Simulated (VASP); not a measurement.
# ZrB (Fm-3m) in VASP: single point with revPBE+D3(BJ)+U

Aim: the single point of ZrB with revPBE+D3(BJ)+U.

All numbers are computed with VASP 6.6.1; they aren't measurements. Logs are shortened: lines on timing, memory, paths and dates and some standing lists are left out, and cuts for length are marked.

## 1. The cell of the first run

The structure is cubic, space group Fm-3m (No. 225). Conventional cell: a = 4.650 Å, b = 4.650 Å, c = 4.650 Å, α = 90.00°, β = 90.00°, γ = 90.00°. Within 3.1 Å of Zr (site symmetry m-3m) lie 6 B at 2.33 Å. Within 3.1 Å of B (site symmetry m-3m) lie 6 Zr at 2.33 Å.

## 2. Single point, revPBE+D3(BJ)+U, non-collinear spin, zero start, spin-orbit coupling

Contents of POSCAR:

```
ZrB
1.0
    0.0000000000      2.3250000000      2.3250000000
    2.3250000000      0.0000000000      2.3250000000
    2.3250000000      2.3250000000      0.0000000000
Zr B
1 1
Direct
    0.0000000000      0.0000000000      0.0000000000
    0.5000000000      0.5000000000      0.5000000000
```

Contents of INCAR.step1:

```
  PREC = Accurate
  ENCUT = 420
  EDIFF = 1E-6
  ISMEAR = 1
  SIGMA = 0.1
  LREAL = False
  LASPH = True
  NELM = 200
  ALGO = Normal
  ISIF = 2
  LWAVE = False
  LCHARG = True
  LNONCOLLINEAR = True
  MAGMOM = 0 0 0 0 0 0
  LSORBIT = True
  GGA_COMPAT = False
  LORBMOM = True
  LMAXMIX = 4
  LDAU = True
  LDAUTYPE = 2
  LDAUL = 2 -1
  LDAUU = 8 0
  LDAUJ = 0 0
  LDAUPRINT = 1
  GGA = RE
  IVDW = 12
  NBANDS = 27
  NEDOS = 2001
  LORBIT = 11
```

Contents of KPOINTS.step1:

```
Automatic mesh
0
Gamma
  10 10 10
```

Contents of INCAR.step2:

```
  PREC = Accurate
  ENCUT = 420
  EDIFF = 1E-6
  ISMEAR = -5
  SIGMA = 0.1
  LREAL = False
  LASPH = True
  NELM = 200
  ALGO = Normal
  ISIF = 2
  LWAVE = False
  LCHARG = False
  LNONCOLLINEAR = True
  MAGMOM = 0 0 0 0 0 0
  LORBIT = 11
  LSORBIT = True
  GGA_COMPAT = False
  LORBMOM = True
  LMAXMIX = 4
  LDAU = True
  LDAUTYPE = 2
  LDAUL = 2 -1
  LDAUU = 8 0
  LDAUJ = 0 0
  LDAUPRINT = 1
  GGA = RE
  IVDW = 12
  NEDOS = 2001
  ICHARG = 11
```

Contents of KPOINTS.step2:

```
Automatic mesh
0
Gamma
  15 15 15
```

Potentials or basis: VASP PAW PBE potentials, release 64 (Zr_sv, B).

Launch:

```bash
> cat potpaw_PBE.64/Zr_sv/POTCAR potpaw_PBE.64/B/POTCAR > POTCAR
> cp INCAR.step1 INCAR
> cp KPOINTS.step1 KPOINTS
> mpirun -np 1 vasp_ncl > vasp.out
> cp INCAR.step2 INCAR
> cp KPOINTS.step2 KPOINTS
> mpirun -np 1 vasp_ncl > vasp.out
```

OUTCAR:

```text
PREC = Accurate
   ENCUT = 420
   EDIFF = 1E-6
   ISMEAR = -5
   LREAL = False
   LASPH = True
   NELM = 200
   ISIF = 2
   LNONCOLLINEAR = True
   LORBIT = 11
   LSORBIT = True
   GGA = RE
   IVDW = 12
   ICHARG = 11
 IVDW          = 12

 ion  position               nearest neighbor table
   1  0.000  0.000  0.000-   2 2.33   2 2.33   2 2.33   2 2.33   2 2.33   2 2.33
   2  0.500  0.500  0.500-   1 2.33   1 2.33   1 2.33   1 2.33   1 2.33   1 2.33

  LATTYP: Found a face centered cubic cell.
 ALAT       =     4.6500000000

  Lattice vectors:

 A1 = (   0.0000000000,   2.3250000000,   2.3250000000)
 A2 = (   2.3250000000,   0.0000000000,   2.3250000000)
 A3 = (   2.3250000000,   2.3250000000,   0.0000000000)

Analysis of symmetry for initial positions (statically):
=====================================================================
 Subroutine PRICEL returns:
 Original cell was already a primitive cell.

 Routine SETGRP: Setting up the symmetry group for a
 face centered cubic supercell.

 Subroutine GETGRP returns: Found 48 space group operations
 (whereof 48 operations were pure point group operations)
 out of a pool of 48 trial point group operations.

The static configuration has the point symmetry O_h .

Analysis of symmetry for dynamics (positions and initial velocities):
=====================================================================
 Subroutine PRICEL returns:
 Original cell was already a primitive cell.

 Routine SETGRP: Setting up the symmetry group for a
 face centered cubic supercell.

 Subroutine GETGRP returns: Found 48 space group operations
 (whereof 48 operations were pure point group operations)
 out of a pool of 48 trial point group operations.

The dynamic configuration has the point symmetry O_h .

Analysis of structural, dynamic, and magnetic symmetry:
=====================================================================
 Subroutine PRICEL returns:
 Original cell was already a primitive cell.

 Routine SETGRP: Setting up the symmetry group for a
 face centered cubic supercell.

 Subroutine GETGRP returns: Found 48 space group operations
 (whereof 48 operations were pure point group operations)
 out of a pool of 48 trial point group operations.

The overall configuration has the point symmetry O_h .

 Subroutine INISYM returns: Found 48 space group operations
 (whereof 48 operations are pure point group operations),
 and found     1 'primitive' translations

----------------------------------------------------------------------------------------

                                     Primitive cell

  volume of cell :      25.1362

  direct lattice vectors                    reciprocal lattice vectors
     0.000000000  2.325000000  2.325000000    -0.215053763  0.215053763  0.215053763
     2.325000000  0.000000000  2.325000000     0.215053763 -0.215053763  0.215053763
     2.325000000  2.325000000  0.000000000     0.215053763  0.215053763 -0.215053763

  length of vectors
     3.288046533  3.288046533  3.288046533     0.372484045  0.372484045  0.372484045

  position of ions in fractional coordinates (direct lattice)
     0.000000000  0.000000000  0.000000000
     0.500000000  0.500000000  0.500000000

  ion indices of the primitive-cell ions
   primitive index   ion index
                 1           1
                 2           2

----------------------------------------------------------------------------------------

 KPOINTS: Automatic mesh

Automatic generation of k-mesh.
 Grid dimensions read from file:
 generate k-points for:   15   15   15

 Generating k-lattice:

  Cartesian coordinates                     Fractional coordinates (reciprocal lattice)
    -0.014336918  0.014336918  0.014336918     0.066666667  0.000000000  0.000000000
[... 150 lines left out ...]

 number of electron      15.0000000 magnetization      -0.0000000      0.0000000      0.0000000

 Free energy of the ion-electron system (eV)
  ---------------------------------------------------
  ext. energy  EPLUGINS =         0.00000000
  ---------------------------------------------------
  free energy    TOTEN  =        -9.54300445 eV

  energy without entropy =       -9.54300445  energy(sigma->0) =       -9.54300445

 E-fermi :  10.0785     XC(G=0): -12.1901

 val. band max:       10.0984893670   @ k =   0.3333   0.2667   0.0000
 cond. band min:      10.0902226770   @ k =  -0.2000   0.0667   0.0000
 fundamental gap:     -0.0082666901
 Fermi energy:        10.0784653388

 k-point     1 :       0.0000    0.0000    0.0000
  band No.  band energies     occupation
      1     -38.4645      1.00000
      2     -38.4645      1.00000
      3     -17.3195      1.00000
      4     -17.3195      1.00000
      5     -15.5636      1.00000
      6     -15.5636      1.00000
[... 589 lines left out ...]
     21      15.8290      0.00000
     22      15.8367      0.00000

 [... further k-points ...]

------------------------ aborting loop because EDIFF is reached ----------------------------------------

 Edisp (eV)   -1.67606

 E8    (eV) :    -1.2032

  FORCE on cell =-STRESS in cart. coord.  units (eV):
  Direction    XX          YY          ZZ          XY          YZ          ZX
  --------------------------------------------------------------------------------------
  -------------------------------------------------------------------------------------
  Total       8.29070     8.29070     8.29070    -0.00000    -0.00000     0.00000
  in kB     528.44883   528.44883   528.44883    -0.00000    -0.00000     0.00000
  external pressure =      528.45 kB  Pullay stress =        0.00 kB

 VOLUME and BASIS-vectors are now :
 -----------------------------------------------------------------------------
  energy-cutoff  :      420.00
  volume of cell :       25.14
      direct lattice vectors                 reciprocal lattice vectors
     0.000000000  2.325000000  2.325000000    -0.215053763  0.215053763  0.215053763
     2.325000000  0.000000000  2.325000000     0.215053763 -0.215053763  0.215053763
     2.325000000  2.325000000  0.000000000     0.215053763  0.215053763 -0.215053763

 POSITION                                       TOTAL-FORCE (eV/Angst)
 -----------------------------------------------------------------------------------
      0.00000      0.00000      0.00000        -0.000000      0.000000      0.000000
      2.32500      2.32500      2.32500         0.000000     -0.000000     -0.000000
 -----------------------------------------------------------------------------------
    total drift:                                0.000000     -0.000000     -0.000000

  FREE ENERGIE OF THE ION-ELECTRON SYSTEM (eV)
  ---------------------------------------------------
  free  energy   TOTEN  =       -11.2190627727 eV

  energy  without entropy=      -11.2190627727  energy(sigma->0) =      -11.21906277

 orbital moment (x)

 # of ion     p       d       tot
 ----------------------------------------
  1         0.000   0.000   0.000
  2         0.000   0.000   0.000
 ----------------------------------------
            0.000   0.000   0.000

 orbital moment (y)

 # of ion     p       d       tot
 ----------------------------------------
  1         0.000   0.000   0.000
  2         0.000   0.000   0.000
 ----------------------------------------
            0.000   0.000   0.000

 orbital moment (z)

 # of ion     p       d       tot
 ----------------------------------------
  1         0.000   0.000   0.000
  2         0.000   0.000   0.000
 ----------------------------------------
            0.000   0.000   0.000

 Spin-Orbit-Coupling matrix elements

 Ion:    1  E_soc:     -0.1407442
 l=   1
     0.0000000    -0.0229009    -0.0229009
    -0.0229009     0.0000000    -0.0229009
    -0.0229009    -0.0229009     0.0000000
 l=   2
     0.0000000    -0.0001071     0.0000000    -0.0001071    -0.0004494
    -0.0001071     0.0000000    -0.0003370    -0.0001071    -0.0001123
     0.0000000    -0.0003370     0.0000000    -0.0003370     0.0000000
    -0.0001071    -0.0001071    -0.0003370     0.0000000    -0.0001123
    -0.0004494    -0.0001123     0.0000000    -0.0001123     0.0000000
 l=   3
     0.0000000     0.0000000     0.0000000     0.0000000     0.0000000     0.0000000     0.0000000
     0.0000000     0.0000000     0.0000000     0.0000000     0.0000000     0.0000000     0.0000000
     0.0000000     0.0000000     0.0000000     0.0000000     0.0000000     0.0000000     0.0000000
     0.0000000     0.0000000     0.0000000     0.0000000     0.0000000     0.0000000     0.0000000
     0.0000000     0.0000000     0.0000000     0.0000000     0.0000000     0.0000000     0.0000000
     0.0000000     0.0000000     0.0000000     0.0000000     0.0000000     0.0000000     0.0000000
     0.0000000     0.0000000     0.0000000     0.0000000     0.0000000     0.0000000     0.0000000

 Ion:    2  E_soc:      0.0000006
 l=   1
     0.0000000     0.0000001     0.0000001
     0.0000001     0.0000000     0.0000001
     0.0000001     0.0000001     0.0000000
 l=   2
     0.0000000     0.0000000     0.0000000     0.0000000     0.0000000
     0.0000000     0.0000000     0.0000000     0.0000000     0.0000000
     0.0000000     0.0000000     0.0000000     0.0000000     0.0000000
     0.0000000     0.0000000     0.0000000     0.0000000     0.0000000
     0.0000000     0.0000000     0.0000000     0.0000000     0.0000000
 l=   3
     0.0000000     0.0000000     0.0000000     0.0000000     0.0000000     0.0000000     0.0000000
     0.0000000     0.0000000     0.0000000     0.0000000     0.0000000     0.0000000     0.0000000
     0.0000000     0.0000000     0.0000000     0.0000000     0.0000000     0.0000000     0.0000000
     0.0000000     0.0000000     0.0000000     0.0000000     0.0000000     0.0000000     0.0000000
     0.0000000     0.0000000     0.0000000     0.0000000     0.0000000     0.0000000     0.0000000
     0.0000000     0.0000000     0.0000000     0.0000000     0.0000000     0.0000000     0.0000000
     0.0000000     0.0000000     0.0000000     0.0000000     0.0000000     0.0000000     0.0000000

 total charge

# of ion       s       p       d       tot
------------------------------------------
    1        2.236   6.089   1.479   9.804
    2        0.814   1.206   0.000   2.021
--------------------------------------------------
tot          3.050   7.295   1.479  11.825

 magnetization (x)

# of ion       s       p       d       tot
------------------------------------------
    1        0.000   0.000   0.000   0.000
    2        0.000  -0.000   0.000   0.000
--------------------------------------------------
tot          0.000  -0.000   0.000   0.000

 magnetization (y)

# of ion       s       p       d       tot
------------------------------------------
    1       -0.000   0.000   0.000  -0.000
    2       -0.000  -0.000   0.000  -0.000
--------------------------------------------------
tot         -0.000  -0.000   0.000  -0.000

 magnetization (z)

# of ion       s       p       d       tot
------------------------------------------
    1       -0.000   0.000   0.000  -0.000
    2        0.000   0.000   0.000   0.000
--------------------------------------------------
tot         -0.000   0.000   0.000  -0.000
```

Run time: 2.5 min. Hardware: 1 thread of Intel Xeon Platinum 8259CL at 2.50GHz (Skylake/Cascade Lake), shared host; peak memory 0.24 GiB.

Results:

* Net moment: 0.00 μB per cell
* Valence electrons inside the program's atomic spheres: Zr 9.80; B 2.02
* Dispersion energy per atom: -0.838 eV

Moments on the atoms (μB; x, y, z):
```
Zr  0.00 0.00 0.00
B   0.00 0.00 0.00
```

Caveat: three body term missing; the PAW data sets were made with another functional, which shifts forces and pressure a little; the U is typed as a test and isn't derived for this compound.
